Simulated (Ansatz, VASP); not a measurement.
## One calculation of Ti, two programs

File POSCAR:

```
Ti
1.0
    2.7029660044      0.0000000000      0.0000000000
   -1.3514830022      2.3408372254      0.0000000000
    0.0000000000      0.0000000000      5.5816746605
Ti
2
Direct
    0.3333333333      0.6666666667      0.2500000000
    0.6666666667      0.3333333333      0.7500000000
```

INCAR.step1

```
SYSTEM = Ti
ALGO     = Normal         ! electronic algorithm
EDIFF    = 1E-4           ! SCF threshold, eV
ENCUT    = 520            ! plane-wave cutoff, eV
GGA      = PE             ! functional
ISMEAR   = 0              ! smearing method
LASPH    = .TRUE.         ! aspherical terms in the spheres
LCHARG   = .FALSE.        ! write CHGCAR
LREAL    = .FALSE.        ! projectors in reciprocal space
LWAVE    = .TRUE.         ! write WAVECAR
NBANDS   = 19             ! bands
NELM     = 60             ! most SCF steps
PREC     = Accurate       ! precision mode
SIGMA    = 0.15           ! smearing width, eV
```

File INCAR.step2:

```
SYSTEM = Ti
ALGO     = Normal         ! electronic algorithm
EDIFF    = 1E-6           ! SCF threshold, eV
ENCUT    = 520            ! plane-wave cutoff, eV
ISIF     = 2              ! what is computed and relaxed
ISMEAR   = 0              ! smearing method
ISTART   = 1            
LASPH    = .TRUE.         ! aspherical terms in the spheres
LCHARG   = .FALSE.        ! write CHGCAR
LMIXTAU  = .TRUE.       
LREAL    = .FALSE.        ! projectors in reciprocal space
LWAVE    = .FALSE.        ! write WAVECAR
METAGGA  = R2SCAN         ! meta-GGA
NBANDS   = 19             ! bands
NELM     = 60             ! most SCF steps
PREC     = Accurate       ! precision mode
SIGMA    = 0.15           ! smearing width, eV
```

KPOINTS

```
k-points
0
G
  24 24 12
  0 0 0
```

Input for Ansatz:

```yaml
crystal:
  lattice:
    - [2.7029660044, 0.0, 0.0]
    - [-1.3514830022, 2.3408372254, 0.0]
    - [0.0, 0.0, 5.5816746605]
  atoms:
    - { symbol: Ti, position: [0.3333333333, 0.6666666667, 0.25] }
    - { symbol: Ti, position: [0.6666666667, 0.3333333333, 0.75] }
basis:
  ecutwfc: 500
kpoints:
  mp_grid: { grid: [24, 24, 12] }
hamiltonian:
  xc: r2scan
scf:
  occupations: { method: gaussian, width: 0.15 }
output:
  forces: true
  stress: true
  eigenvalues: true
  write_density: true
  write_potential: true
  elf: true
  volumetric_format: npy
```

Alike in both runs: task single point; functional r2SCAN; k mesh 24 × 24 × 12; occupations gaussian, width 0.15 eV; no spin polarisation.

|  | VASP | Ansatz |
| --- | --- | --- |
| version | VASP 6.6.1 | Ansatz 0.2.0 |
| potentials or method | VASP PAW PBE potentials, release 64 (Ti_sv), cutoff 520 eV | scalar-relativistic, plane waves, PAW |
| valence electrons in the cell | 24 | 24 |

```tsv
	VASP	Ansatz	Ansatz less VASP
gap on the k mesh at the Fermi level (eV)	none	none	-
pressure (GPa)	-1.2	-1.6	-0.41
traceless stress, the component that is largest in VASP (GPa)	-14.93	-14.78	+0.155
```

VASP's potentials were made for PBE, not for r2SCAN. A gap of «none» marks a metal or a gap that the smearing closes.
